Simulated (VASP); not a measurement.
# Si (P6_3/mmc) in VASP: notebook, part 2 of 2

VASP 6.6.1. The steps go on from the part before.

## 3. Single point, r2SCAN (strain +0.015 along x and y, -0.015 along z)

The input, POSCAR:

```
Si
1.0
    2.6787827946      0.0000000000      0.0000000000
   -1.3393913973      2.3198939513      0.0000000000
    0.0000000000      0.0000000000      4.4848601726
Si
2
Direct
    0.3333333333      0.6666666667      0.2500000000
    0.6666666667      0.3333333333      0.7500000000
```

The input, INCAR.step1:

```
SYSTEM = Si
PREC     = Accurate       ! precision mode
ENCUT    = 520            ! plane-wave cutoff, eV
ISMEAR   = 0              ! smearing method
SIGMA    = 0.15           ! smearing width, eV
LREAL    = .False.        ! projectors in reciprocal space
LASPH    = .True.         ! aspherical terms in the spheres
NELM     = 80             ! most SCF steps
NBANDS   = 11             ! bands
GGA      = PE             ! functional
ALGO     = Normal         ! electronic algorithm
EDIFF    = 1E-4           ! SCF threshold, eV
LWAVE    = .True.         ! write WAVECAR
LCHARG   = .False.        ! write CHGCAR
```

The input, INCAR.step2:

```
SYSTEM = Si
PREC     = Accurate       ! precision mode
ENCUT    = 520            ! plane-wave cutoff, eV
EDIFF    = 1E-6           ! SCF threshold, eV
ISMEAR   = 0              ! smearing method
SIGMA    = 0.15           ! smearing width, eV
LREAL    = .False.        ! projectors in reciprocal space
LASPH    = .True.         ! aspherical terms in the spheres
NELM     = 80             ! most SCF steps
ALGO     = Normal         ! electronic algorithm
ISIF     = 2              ! what is computed and relaxed
LWAVE    = .False.        ! write WAVECAR
LCHARG   = .True.         ! write CHGCAR
METAGGA  = R2SCAN         ! meta-GGA
LMIXTAU  = .True.       
LELF     = .True.         ! ELF
LVHAR    = .True.       
NBANDS   = 11             ! bands
ISTART   = 1
```

The input, KPOINTS:

```
regular mesh
0
Gamma
  24 24 14
  0 0 0
```

Potentials or basis: VASP PAW PBE potentials, release 64 (Si).

Started as:

```bash
$ cat potpaw_PBE.64/Si/POTCAR > POTCAR
$ cp INCAR.step1 INCAR
$ mpirun -np 1 vasp_std > vasp.out
$ cp INCAR.step2 INCAR
$ mpirun -np 1 vasp_std > vasp.out
```

OUTCAR:

```text
SYSTEM = Si
   PREC = Accurate
   ENCUT = 520
   EDIFF = 1E-6
   ISMEAR = 0
   LREAL = .False.
   LASPH = .True.
   NELM = 80
   ISIF = 2
   METAGGA = R2SCAN
   ISTART = 1

 ion  position               nearest neighbor table
   1  0.333  0.667  0.250-   2 2.72   2 2.72   2 2.72   2 2.72   2 2.72   2 2.72
   2  0.667  0.333  0.750-   1 2.72   1 2.72   1 2.72   1 2.72   1 2.72   1 2.72

  LATTYP: Found a hexagonal cell.
 ALAT       =     2.6787827946
 C/A-ratio  =     1.6742156854

  Lattice vectors:

 A1 = (   2.6787827946,   0.0000000000,   0.0000000000)
 A2 = (  -1.3393913973,   2.3198939513,   0.0000000000)
 A3 = (   0.0000000000,   0.0000000000,   4.4848601726)

Analysis of symmetry for initial positions (statically):
=====================================================================
 Subroutine PRICEL returns:
 Original cell was already a primitive cell.

 Routine SETGRP: Setting up the symmetry group for a
 hexagonal supercell.

 Subroutine GETGRP returns: Found 24 space group operations
 (whereof 12 operations were pure point group operations)
 out of a pool of 24 trial point group operations.

The static configuration has the point symmetry D_3d.
 The point group associated with its full space group is D_6h.
[... 167 lines left out ...]
 fundamental gap:      0.0098407806
 Fermi energy:        10.7312148768

 k-point     1 :       0.0000    0.0000    0.0000
  band No.  band energies     occupation
      1      -5.0245      2.00000
      2       2.2025      2.00000
      3       2.8696      2.00000
      4      20.2123      0.00000
      5      20.2123      0.00000
      6      21.5038      0.00000
      7      21.5039      0.00000
      8      22.5789      0.00000
      9      22.6403      0.00000
     10      24.8731      0.00000
     11      25.8817      0.00000
[... 309 lines left out ...]
 k-point    24 :       0.4583    0.0417    0.0000
  band No.  band energies     occupation
      1       1.4454      2.00000
      2       2.7401      2.00000
      3       8.5243      2.00000
      4       8.7440      2.00000
      5       9.7811      2.00000
      6      10.8056      0.48304
      7      13.7804      0.00000
      8      17.8115      0.00000
      9      19.7706      0.00000
     10      21.7009      0.00000
     11      24.3246      0.00000

 [... further k-points ...]
[... 5 lines left out ...]
  --------------------------------------------------------------------------------------
  -------------------------------------------------------------------------------------
  Total       -0.4063522     -0.4063522     -0.0021034      0.0000000      0.0000000      0.0000000
  in kB      -23.3592358    -23.3592358     -0.1209121      0.0000000      0.0000000      0.0000000
  external PRESSURE =     -15.6131279 kB  Pullay stress =       0.0000000 kB

 VOLUME and BASIS-vectors are now :
 -----------------------------------------------------------------------------
  energy-cutoff  :      520.00
  volume of cell :       27.87
      direct lattice vectors                 reciprocal lattice vectors
     2.678782795  0.000000000  0.000000000     0.373303876  0.215527093  0.000000000
    -1.339391397  2.319893951  0.000000000     0.000000000  0.431054187  0.000000000
     0.000000000  0.000000000  4.484860173     0.000000000  0.000000000  0.222972392

 POSITION                                       TOTAL-FORCE (eV/Angst)
 -----------------------------------------------------------------------------------
     -0.00000      1.54660      1.12122         0.000000      0.000000      0.000000
      1.33939      0.77330      3.36365        -0.000000      0.000000      0.000000
 -----------------------------------------------------------------------------------
    total drift:                               -0.000000      0.000000     -0.000000

  FREE ENERGIE OF THE ION-ELECTRON SYSTEM (eV)
  ---------------------------------------------------
  free  energy   TOTEN  =       -16.1386320763 eV

  energy  without entropy=      -16.1300238726  energy(sigma->0) =      -16.13432797
```

OSZICAR.step1:

```text
N       E                     dE             d eps       ncg     rms          rms(c)
DAV:   1     0.603896480830E+01    0.60390E+01   -0.35103E+03 10744   0.617E+02
DAV:   2    -0.944101482316E+01   -0.15480E+02   -0.14800E+02 14141   0.855E+01
DAV:   3    -0.987186151607E+01   -0.43085E+00   -0.42804E+00 14068   0.115E+01
DAV:   4    -0.987332994048E+01   -0.14684E-02   -0.14683E-02 13026   0.841E-01
DAV:   5    -0.987333513267E+01   -0.51922E-05   -0.51918E-05 13446   0.464E-02    0.404E+00
DAV:   6    -0.984644820644E+01    0.26887E-01   -0.75285E-03 12379   0.413E-01    0.224E+00
DAV:   7    -0.983114384457E+01    0.15304E-01   -0.14548E-02 11785   0.571E-01    0.154E-01
DAV:   8    -0.983103554466E+01    0.10830E-03   -0.18314E-04 14334   0.945E-02    0.177E-02
DAV:   9    -0.983103585290E+01   -0.30824E-06   -0.27814E-06  7180   0.102E-02
   1 F= -.98310359E+01 E0= -.98263986E+01  d E =-.927452E-02
```

Wall time 13 min (1 thread of AMD EPYC 7R13, shared host); peak memory 0.2 GiB.

Results:

```yaml
Free_energy: -16.1386 eV
Pressure: -1.6 GPa
Band_gap_on_the_k_mesh: zero (bands 4 and 5 overlap by 13.60 eV)
```

Stress tensor (GPa, compression positive):
```
-2.34  0.00  0.00
 0.00 -2.34  0.00
 0.00  0.00 -0.01
```

Caveat: the cell differs from its parent crystal (strain +0.015 along x and y, -0.015 along z); the PAW data sets were made with another functional, which shifts forces and pressure a little.

## 4. Single point, r2SCAN (strain +0.030 along x and y, -0.030 along z)

The input, POSCAR:

```
Si
1.0
    2.7183707177      0.0000000000      0.0000000000
   -1.3591853589      2.3541780984      0.0000000000
    0.0000000000      0.0000000000      4.4165628095
Si
2
Direct
    0.3333333333      0.6666666667      0.2500000000
    0.6666666667      0.3333333333      0.7500000000
```

The input, INCAR.step1:

```
PREC = Accurate ; ENCUT = 520
ISMEAR = 0 ; SIGMA = 0.15
LREAL = False ; LASPH = True
NELM = 100 ; NBANDS = 11
GGA = PE ; ALGO = Normal
EDIFF = 1E-4 ; LWAVE = True
LCHARG = False
```

The input, INCAR.step2:

```
PREC = Accurate ; ENCUT = 520
EDIFF = 1E-7 ; ISMEAR = 0
SIGMA = 0.15 ; LREAL = False
LASPH = True ; NELM = 100
ALGO = Normal ; ISIF = 2
LWAVE = False ; LCHARG = False
METAGGA = R2SCAN ; LMIXTAU = True
NBANDS = 11 ; ISTART = 1
```

The input, KPOINTS:

```
Automatic mesh
0
Gamma
  24 24 14
```

Started as:

```bash
$ cat potpaw_PBE.64/Si/POTCAR > POTCAR
$ cp INCAR.step1 INCAR
$ mpirun -np 1 vasp_std > vasp.out
$ cp INCAR.step2 INCAR
$ mpirun -np 1 vasp_std > vasp.out
```

Run time: 12 min. Hardware: 1 thread of AMD EPYC 7R13, shared host; peak memory 0.21 GiB.

Results (log left out):

```
Free energy            : -16.1250 eV
Pressure               : -2.6 GPa
Band gap on the k mesh : zero (bands 4 and 5 overlap by 13.17 eV)
```

Stress tensor (GPa, compression positive):
```
-3.41  0.00  0.00
 0.00 -3.41  0.00
 0.00  0.00 -1.00
```

Levels at points of the mesh, in eV from the Fermi level:
| k point | band 2 | band 3 | band 4 | band 5 | band 6 | band 7 |
| --- | --- | --- | --- | --- | --- | --- |
| (0.00, 0.00, 0.00) | -8.02 | -7.61 | 8.80 | 8.80 | 10.25 | 10.25 |
| (0.50, 0.00, 0.00) | -8.39 | -1.85 | -1.57 | -1.07 | -0.06 | 3.40 |
| (0.00, 0.00, 0.50) | -13.64 | 1.51 | 1.51 | 10.35 | 10.35 | 10.35 |
| (0.50, 0.00, 0.50) | -7.19 | -6.45 | -6.45 | 5.13 | 5.13 | 6.52 |

Caveat: the cell differs from its parent crystal (strain +0.030 along x and y, -0.030 along z); the PAW data sets were made with another functional, which shifts forces and pressure a little.

## 5. Overview

| cell | gap on the mesh (eV) | pressure (GPa) |
| --- | --- | --- |
| a = 2.639, b = 2.639, c = 4.621 Å, angles 90.0, 90.0, 120.0°, 2 atoms | none | -1.2 |
| a = 2.679, b = 2.679, c = 4.485 Å, angles 90.0, 90.0, 120.0°, 2 atoms | none | -1.6 |
| a = 2.718, b = 2.718, c = 4.417 Å, angles 90.0, 90.0, 120.0°, 2 atoms | none | -2.6 |

Alike in all rows: task single point; level r2SCAN; potentials or basis VASP PAW PBE potentials, release 64 (Si); no spin polarisation; k mesh 24 × 24 × 14; cutoff (eV) 520; smearing gaussian 0.15 eV.

Caveats: the PAW data sets were made with another functional, which shifts forces and pressure a little.

Total energies depend on the potentials used, so only differences within one code and one set of settings carry meaning.
